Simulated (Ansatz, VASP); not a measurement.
**InP: VASP beside Ansatz**

```
CELL_PARAMETERS angstrom
-1.95845 1.95845 2.76946
1.95845 -1.95845 2.76946
1.95845 1.95845 -2.76946
ATOMIC_POSITIONS crystal
In 0.00000 0.00000 0.00000
P 0.50000 0.50000 0.00000
```

Alike in both runs: functional PBE; k mesh 20 × 20 × 20; occupations gaussian, width 0.1 eV; no spin polarisation.

Ansatz relaxed the structure, and its values are those at the end. VASP's run is a single point on that final structure, the one shown.

|  | VASP | Ansatz |
| --- | --- | --- |
| version | VASP 6.6.1 | Ansatz 0.2.0 |
| potentials or method | VASP PAW PBE potentials, release 64 (In_d, P), cutoff 520 eV | scalar-relativistic, plane waves, PAW |
| valence electrons in the cell | 18 | 18 |

```tsv
	VASP	Ansatz	Ansatz less VASP
gap on the k mesh at the Fermi level (eV)	none	none	-
pressure (GPa)	0.0	0.0	+0.03
```

A gap of «none» marks a metal or a gap that the smearing closes. With one functional, cell and mesh, what is left measures potentials, basis and numerics.
